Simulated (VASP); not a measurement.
# SiO2 (I-42d) in VASP: notebook, part 2 of 2

VASP 6.6.1. Earlier steps stand in the parts before.

**3. Single point, r2SCAN (strain +0.025 along x and y, -0.025 along z)**

Contents of POSCAR:

```
SiO2
1.0
   -2.5350757610      2.5350757610      3.5649482803
    2.5350757610     -2.5350757610      3.5649482803
    2.5350757610      2.5350757610     -3.5649482803
Si O
2 4
Direct
    0.0000000000      0.0000000000      0.0000000000
    0.7500000000      0.2500000000      0.5000000000
    0.9731664718      0.6250000000      0.8481664718
    0.3750000000      0.2231664718      0.3481664718
    0.7768335282      0.1250000000      0.1518335282
    0.8750000000      0.0268335282      0.6518335282
```

Contents of INCAR.step1:

```
  PREC = Accurate
  ENCUT = 520
  ISMEAR = 0
  SIGMA = 0.05
  LREAL = False
  LASPH = True
  NELM = 100
  NBANDS = 25
  GGA = PE
  ALGO = Normal
  EDIFF = 1E-4
  LWAVE = True
  LCHARG = False
```

Contents of INCAR.step2:

```
  PREC = Accurate
  ENCUT = 520
  EDIFF = 1E-6
  ISMEAR = 0
  SIGMA = 0.05
  LREAL = False
  LASPH = True
  NELM = 100
  ALGO = Normal
  ISIF = 2
  LWAVE = False
  LCHARG = False
  METAGGA = R2SCAN
  LMIXTAU = True
  NBANDS = 25
  ISTART = 1
```

Contents of KPOINTS:

```
regular mesh
0
Gamma
  6 6 6
```

Potentials or basis: VASP PAW PBE potentials, release 64 (Si, O).

On the command line:

```bash
$ cat potpaw_PBE.64/Si/POTCAR potpaw_PBE.64/O/POTCAR > POTCAR
$ cp INCAR.step1 INCAR
$ mpirun -np 1 vasp_std > vasp.out
$ cp INCAR.step2 INCAR
$ mpirun -np 1 vasp_std > vasp.out
```

OUTCAR:

```text
PREC = Accurate
   ENCUT = 520
   EDIFF = 1E-6
   ISMEAR = 0
   LREAL = False
   LASPH = True
   NELM = 100
   ISIF = 2
   METAGGA = R2SCAN
   ISTART = 1

 ion  position               nearest neighbor table
   1  0.000  0.000  0.000-   3 1.63   4 1.63   5 1.63   6 1.63   2 3.10   2 3.10   2 3.10   2 3.10

   2  0.750  0.250  0.500-   3 1.63   4 1.63   5 1.63   6 1.63   1 3.10   1 3.10   1 3.10   1 3.10

   3  0.973  0.625  0.848-   1 1.63   2 1.63
   4  0.375  0.223  0.348-   1 1.63   2 1.63
   5  0.777  0.125  0.152-   1 1.63   2 1.63
   6  0.875  0.027  0.652-   1 1.63   2 1.63

  LATTYP: Found a body centered tetragonal cell.
 ALAT       =     5.0701515220
 C/A-ratio  =     1.4062492077

  Lattice vectors:

 A1 = (  -2.5350757610,   2.5350757610,   3.5649482803)
 A2 = (   2.5350757610,  -2.5350757610,   3.5649482803)
 A3 = (   2.5350757610,   2.5350757610,  -3.5649482803)

Analysis of symmetry for initial positions (statically):
=====================================================================
 Subroutine PRICEL returns:
 Original cell was already a primitive cell.

 Routine SETGRP: Setting up the symmetry group for a
 body centered tetragonal supercell.

 Subroutine GETGRP returns: Found  8 space group operations
 (whereof  4 operations were pure point group operations)
 out of a pool of 16 trial point group operations.

The static configuration has the point symmetry S_4 .
 The point group associated with its full space group is D_2d.

Analysis of symmetry for dynamics (positions and initial velocities):
=====================================================================
 Subroutine PRICEL returns:
 Original cell was already a primitive cell.

 Routine SETGRP: Setting up the symmetry group for a
 body centered tetragonal supercell.

 Subroutine GETGRP returns: Found  8 space group operations
 (whereof  4 operations were pure point group operations)
[... 126 lines left out ...]
   ISMEAR =     0;   SIGMA  =   0.05  broadening in eV -4-tet -1-fermi 0-gaus
   EFERMI_NEDOS =   21; number of points for ismear=-14 and -15
   IALGO  =     38    algorithm
   IMIX   =      4    mixing-type and parameters
     AMIX     =   0.40;   BMIX     =  1.00
     AMIX_MAG =   1.60;   BMIX_MAG =  1.00
  volume/ion in A,a.u.               =      15.27       103.07
  Fermi-wavevector in a.u.,A,eV,Ry     =   1.152815  2.178505 18.081918  1.328983
  Thomas-Fermi vector in A             =   2.289464
   LORBIT       =      0    0 simple, 1 ext, 2 COOP (PROOUT), +10 PAW based schemes
   METAGGA = R2SCAN    functional components
   LHFCALC =     F    Hartree Fock is set to
   AEXX    =    0.0000 exact exchange contribution
   IVDW    =     0    specifies the selected vdW correction
   LEPSILON=     F    determine dielectric tensor
   LRPA    =     F    only Hartree local field effects (RPA)
 non-spin polarized calculation
 Gauss-broadening in eV      SIGMA  =   0.05
  energy-cutoff  :      520.00
  volume of cell :       91.64
 maximum number of plane-waves:      2497
 NGX is ok and might be reduce to    40
   NGX = 19   NGY = 19   NGZ = 19

 number of electron      31.9999999 magnetization

 Free energy of the ion-electron system (eV)
  ---------------------------------------------------
  ext. energy  EPLUGINS =         0.00000000
  ---------------------------------------------------
  free energy    TOTEN  =       -59.53677979 eV

  energy without entropy =      -59.53677979  energy(sigma->0) =      -59.53677979

 E-fermi :  -0.7478     XC(G=0):  -8.5140

 val. band max:       -1.0291052899   @ k =   0.0000   0.0000   0.0000
 cond. band min:       5.3993025101   @ k =   0.0000   0.0000   0.0000
 fundamental gap:      6.4284078001
 Fermi energy:        -0.7477820439

 k-point     1 :       0.0000    0.0000    0.0000
  band No.  band energies     occupation
      1     -21.0760      2.00000
      2     -19.1321      2.00000
      3     -19.1321      2.00000
      4     -18.9528      2.00000
      5     -10.2074      2.00000
      6      -6.5812      2.00000
[... 661 lines left out ...]
     24      12.8048      0.00000
     25      13.4011      0.00000

 [... further k-points ...]
[... 5 lines left out ...]
  --------------------------------------------------------------------------------------
  -------------------------------------------------------------------------------------
  Total       -2.8386783     -2.8386783     -1.1358389      0.0000000      0.0000000      0.0000000
  in kB      -49.6285567    -49.6285567    -19.8578489      0.0000000      0.0000000      0.0000000
  external PRESSURE =     -39.7049874 kB  Pullay stress =       0.0000000 kB

 VOLUME and BASIS-vectors are now :
 -----------------------------------------------------------------------------
  energy-cutoff  :      520.00
  volume of cell :       91.64
      direct lattice vectors                 reciprocal lattice vectors
    -2.535075761  2.535075761  3.564948280     0.000000000  0.197232764  0.140254489
     2.535075761 -2.535075761  3.564948280     0.197232764  0.000000000  0.140254489
     2.535075761  2.535075761 -3.564948280     0.197232764  0.197232764  0.000000000

 POSITION                                       TOTAL-FORCE (eV/Angst)
 -----------------------------------------------------------------------------------
      0.00000      0.00000      0.00000        -0.000000      0.000000     -0.000000
      0.00000      2.53508      1.78247        -0.000000      0.000000      0.000000
      1.26754      3.03279      2.67371        -0.000000     -0.329639      0.000000
      0.49772      1.26754      0.89124        -0.329639      0.000000      0.000000
     -1.26754      2.03736      2.67371        -0.000000      0.329639     -0.000000
     -0.49772      3.80261      0.89124         0.329639      0.000000     -0.000000
 -----------------------------------------------------------------------------------
    total drift:                                0.000004      0.000004     -0.000002

  FREE ENERGIE OF THE ION-ELECTRON SYSTEM (eV)
  ---------------------------------------------------
  free  energy   TOTEN  =       -59.5367797909 eV

  energy  without entropy=      -59.5367797909  energy(sigma->0) =      -59.53677979
```

OSZICAR.step1:

```text
N       E                     dE             d eps       ncg     rms          rms(c)
DAV:   1     0.178107408069E+03    0.17811E+03   -0.16107E+04  1500   0.114E+03
DAV:   2    -0.411357207246E+02   -0.21924E+03   -0.20997E+03  1997   0.272E+02
DAV:   3    -0.536992808292E+02   -0.12564E+02   -0.12507E+02  2019   0.673E+01
DAV:   4    -0.538253278411E+02   -0.12605E+00   -0.12599E+00  1832   0.768E+00
DAV:   5    -0.538269098622E+02   -0.15820E-02   -0.15817E-02  2012   0.844E-01    0.203E+01
DAV:   6    -0.474478503687E+02    0.63791E+01   -0.20211E+01  1792   0.284E+01    0.992E+00
DAV:   7    -0.474640620422E+02   -0.16212E-01   -0.68316E-01  1947   0.448E+00    0.352E+00
DAV:   8    -0.474574361790E+02    0.66259E-02   -0.33860E-02  1893   0.155E+00    0.137E+00
DAV:   9    -0.474627576544E+02   -0.53215E-02   -0.21350E-02  1824   0.108E+00    0.282E-01
DAV:  10    -0.474641217420E+02   -0.13641E-02   -0.18318E-03  1601   0.259E-01    0.784E-02
DAV:  11    -0.474640942904E+02    0.27452E-04   -0.46506E-04  1900   0.151E-01
   1 F= -.47464094E+02 E0= -.47464094E+02  d E =-.870544E-18
```

Wall time 2.1 min (1 thread of Intel Xeon 6975P-C (Granite Rapids), shared host); peak memory 0.26 GiB.

Results:

```yaml
Free_energy: -59.5368 eV
Pressure: -4.0 GPa
Largest_force: 0.330 eV/Å
Band_gap_on_the_k_mesh: 6.43 eV, direct
```

Forces in eV/Å, atoms in the order of the input:
```
Si   0.000  0.000  0.000
Si   0.000  0.000  0.000
O    0.000 -0.330  0.000
O   -0.330  0.000  0.000
O    0.000  0.330  0.000
O    0.330  0.000  0.000
```

Caveat: the cell differs from its parent crystal (strain +0.025 along x and y, -0.025 along z); the PAW data sets were made with another functional, which shifts forces and pressure a little. A k mesh can miss the band edges.

**4. Single point, r2SCAN (strain +0.000 along x and y, +0.050 along z)**

POSCAR: that of step 3 with these lines changed.

```diff
@@ -2,5 +2,5 @@
 1.0
-   -2.5350757610      2.5350757610      3.5649482803
-    2.5350757610     -2.5350757610      3.5649482803
-    2.5350757610      2.5350757610     -3.5649482803
+   -2.4732446449      2.4732446449      3.8391750711
+    2.4732446449     -2.4732446449      3.8391750711
+    2.4732446449      2.4732446449     -3.8391750711
 Si O
```

Contents of INCAR.step1:

```
PREC     = Accurate       # precision mode
ENCUT    = 520            # plane-wave cutoff, eV
ISMEAR   = 0              # smearing method
SIGMA    = 0.05           # smearing width, eV
LREAL    = F              # projectors in reciprocal space
LASPH    = T              # aspherical terms in the spheres
NELM     = 60             # most SCF steps
NBANDS   = 25             # bands
GGA      = PE             # functional
ALGO     = Normal         # electronic algorithm
EDIFF    = 1E-4           # SCF threshold, eV
LWAVE    = T              # write WAVECAR
LCHARG   = F              # write CHGCAR
```

Contents of INCAR.step2:

```
PREC     = Accurate       # precision mode
ENCUT    = 520            # plane-wave cutoff, eV
EDIFF    = 1E-7           # SCF threshold, eV
ISMEAR   = 0              # smearing method
SIGMA    = 0.05           # smearing width, eV
LREAL    = F              # projectors in reciprocal space
LASPH    = T              # aspherical terms in the spheres
NELM     = 60             # most SCF steps
ALGO     = Normal         # electronic algorithm
ISIF     = 2              # what is computed and relaxed
LWAVE    = F              # write WAVECAR
LCHARG   = F              # write CHGCAR
METAGGA  = R2SCAN         # meta-GGA
LMIXTAU  = T            
NBANDS   = 25             # bands
ISTART   = 1
```

Contents of KPOINTS:

```
Automatic mesh
0
Gamma
  6 6 6
```

On the command line:

```bash
$ cat potpaw_PBE.64/Si/POTCAR potpaw_PBE.64/O/POTCAR > POTCAR
$ cp INCAR.step1 INCAR
$ mpirun -np 1 vasp_std > vasp.out
$ cp INCAR.step2 INCAR
$ mpirun -np 1 vasp_std > vasp.out
```

Run time: 2.3 min. Hardware: 1 thread of Intel Xeon 6975P-C (Granite Rapids), shared host; peak memory 0.27 GiB.

Results (log left out):

- Free energy: -59.4603 eV
- Pressure: -7.5 GPa
- Largest force: 0.461 eV/Å
- Band gap on the k mesh: 6.22 eV, direct

Forces on the atoms (eV/Å):
```
Si   0.000  0.000  0.000
Si   0.000  0.000  0.000
O    0.000 -0.461  0.000
O   -0.461  0.000  0.000
O    0.000  0.461  0.000
O    0.461  0.000  0.000
```

Stress tensor (GPa, compression positive):
```
-6.38  0.00  0.00
 0.00 -6.38  0.00
 0.00  0.00 -9.69
```

Levels at points of the mesh, in eV from the valence-band top:
| k point | band 12 | band 13 | band 14 | band 15 | band 16 | band 17 | band 18 | band 19 | band 20 | band 21 |
| --- | --- | --- | --- | --- | --- | --- | --- | --- | --- | --- |
| (0.00, 0.00, 0.00) | -1.56 | -1.56 | -0.80 | 0.00 | 0.00 | 6.22 | 9.42 | 10.93 | 11.13 | 11.13 |
| (0.50, 0.00, 0.00) | -1.60 | -1.42 | -0.79 | -0.52 | -0.13 | 8.53 | 9.34 | 10.29 | 10.70 | 11.51 |
| (0.50, 0.50, 0.00) | -2.02 | -0.94 | -0.94 | -0.38 | -0.38 | 9.54 | 9.54 | 10.61 | 10.61 | 11.73 |
| (0.50, 0.50, 0.50) | -2.07 | -1.47 | -1.47 | -0.24 | -0.24 | 9.24 | 9.24 | 10.72 | 10.72 | 12.20 |

Caveat: the cell differs from its parent crystal (strain +0.000 along x and y, +0.050 along z); the PAW data sets were made with another functional, which shifts forces and pressure a little. A k mesh can miss the band edges.

**5. Single point, r2SCAN (strain +0.050 along x and y, -0.050 along z)**

POSCAR: that of step 4 with these lines changed.

```diff
@@ -2,5 +2,5 @@
 1.0
-   -2.4732446449      2.4732446449      3.8391750711
-    2.4732446449     -2.4732446449      3.8391750711
-    2.4732446449      2.4732446449     -3.8391750711
+   -2.5969068771      2.5969068771      3.4735393501
+    2.5969068771     -2.5969068771      3.4735393501
+    2.5969068771      2.5969068771     -3.4735393501
 Si O
```

Contents of INCAR.step1:

```
ALGO = Normal
EDIFF = 1E-4
ENCUT = 520
GGA = PE
ISMEAR = 0
LASPH = T
LCHARG = F
LREAL = F
LWAVE = T
NBANDS = 25
NELM = 100
PREC = Accurate
SIGMA = 0.05
```

Contents of INCAR.step2:

```
ALGO = Normal
EDIFF = 1E-6
ENCUT = 520
ISIF = 2
ISMEAR = 0
ISTART = 1
LASPH = T
LCHARG = F
LMIXTAU = T
LREAL = F
LWAVE = F
METAGGA = R2SCAN
NBANDS = 25
NELM = 100
PREC = Accurate
SIGMA = 0.05
```

Contents of KPOINTS:

```
k-points
0
Gamma
  6 6 6
```

On the command line:

```bash
$ cat potpaw_PBE.64/Si/POTCAR potpaw_PBE.64/O/POTCAR > POTCAR
$ cp INCAR.step1 INCAR
$ mpirun -np 1 vasp_std > vasp.out
$ cp INCAR.step2 INCAR
$ mpirun -np 1 vasp_std > vasp.out
```

It took 2.2 min on 1 thread of Intel Xeon 6975P-C (Granite Rapids), shared host; peak memory 0.26 GiB.

It converged, with:

- Free energy: -59.3775 eV
- Pressure: -7.8 GPa
- Largest force: 0.629 eV/Å
- Band gap on the k mesh: 6.25 eV, direct

Forces on the atoms (eV/Å):
```
Si   0.000  0.000  0.000
Si   0.000  0.000  0.000
O    0.000 -0.629  0.000
O   -0.629  0.000  0.000
O    0.000  0.629  0.000
O    0.629  0.000  0.000
```

Stress tensor (GPa, compression positive):
```
-9.80  0.00  0.00
 0.00 -9.80  0.00
 0.00  0.00 -3.83
```

Levels at points of the mesh, in eV from the valence-band top:
| k point | band 14 | band 15 | band 16 | band 17 | band 18 | band 19 |
| --- | --- | --- | --- | --- | --- | --- |
| (0.00, 0.00, 0.00) | -0.62 | 0.00 | 0.00 | 6.25 | 9.29 | 11.10 |
| (0.50, 0.00, 0.00) | -0.77 | -0.38 | -0.15 | 8.51 | 9.51 | 10.31 |
| (0.50, 0.50, 0.00) | -0.89 | -0.24 | -0.24 | 9.48 | 9.48 | 10.82 |
| (0.50, 0.50, 0.50) | -1.38 | -0.42 | -0.42 | 9.47 | 9.47 | 10.85 |

Caveat: the cell differs from its parent crystal (strain +0.050 along x and y, -0.050 along z); the PAW data sets were made with another functional, which shifts forces and pressure a little. A k mesh can miss the band edges.

**6. Summary**

| cell | gap on the mesh (eV) | pressure (GPa) | largest force (eV/Å) |
| --- | --- | --- | --- |
| a = 5.126 Å, angles 122.3, 122.3, 86.0°, 6 atoms | 6.40 | -3.9 | 0.24 |
| a = 5.056 Å, angles 119.8, 119.8, 90.3°, 6 atoms | 6.43 | -4.0 | 0.33 |
| a = 5.194 Å, angles 123.1, 123.1, 84.7°, 6 atoms | 6.22 | -7.5 | 0.46 |
| a = 5.055 Å, angles 118.2, 118.2, 93.2°, 6 atoms | 6.25 | -7.8 | 0.63 |

Alike in all rows: task single point; level r2SCAN; potentials or basis VASP PAW PBE potentials, release 64 (Si, O); no spin polarisation; k mesh 6 × 6 × 6; cutoff (eV) 520; smearing gaussian 0.05 eV.

Caveats: the PAW data sets were made with another functional, which shifts forces and pressure a little.

Total energies depend on the potentials used, so only differences within one code and one set of settings carry meaning.
